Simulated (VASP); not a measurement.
## Li3SI: single point with r2SCAN

Li3SI:

```xyz
5
Lattice="4.7812 0.0000 0.0000 0.0000 4.7812 0.0000 0.0000 0.0000 4.7812" Properties=species:S:1:pos:R:3 pbc="T T T"
I     0.0000    0.0000    0.0000
S     2.3906    2.3906    2.3906
Li    2.3906    2.3906    0.0000
Li    2.3906    0.0000    2.3906
Li    0.0000    2.3906    2.3906
```

This cell differs from its parent crystal: volume changed by +3%.

```
Program                : VASP 6.6.1
Task                   : single point
Functional             : r2SCAN
Potentials or basis    : VASP PAW PBE potentials, release 64 (I, S, Li_sv)
Cutoff                 : 520 eV
k mesh                 : 4 × 4 × 4
Occupations            : gaussian, width 0.01 eV
Spin                   : no spin polarisation
Dipole correction      : no
Further INCAR settings : ALGO = Normal; EDIFF = 1e-07; NBANDS = 19
```

| Quantity | Value |
| --- | --- |
| Band gap on the k mesh | 4.08 eV, direct |

Levels at points of the mesh, in eV from the valence-band top:
| k point | band 7 | band 8 | band 9 | band 10 | band 11 | band 12 | band 13 | band 14 | band 15 | band 16 |
| --- | --- | --- | --- | --- | --- | --- | --- | --- | --- | --- |
| (0.00, 0.00, 0.00) | -2.07 | -2.07 | -0.24 | -0.24 | -0.24 | 4.40 | 5.31 | 5.31 | 8.85 | 8.85 |
| (0.50, 0.00, 0.00) | -1.26 | -1.22 | -1.22 | -1.15 | -1.15 | 5.49 | 6.27 | 7.67 | 7.67 | 7.92 |
| (0.50, 0.50, 0.00) | -2.77 | -1.07 | -0.96 | 0.00 | 0.00 | 4.08 | 5.59 | 5.90 | 5.90 | 9.47 |
| (0.50, 0.50, 0.50) | -2.11 | -2.11 | -1.13 | -1.13 | -1.13 | 7.27 | 7.27 | 7.27 | 7.69 | 7.69 |

It took 99 s on 1 thread of Intel(R) Xeon(R) Platinum 8259CL CPU @ 2.50GHz (Skylake/Cascade Lake) (shared host), peak memory 0.22 GiB.

Caveat: spin-orbit coupling is left out, which moves the levels of the heavy elements. A k mesh can miss the band edges.
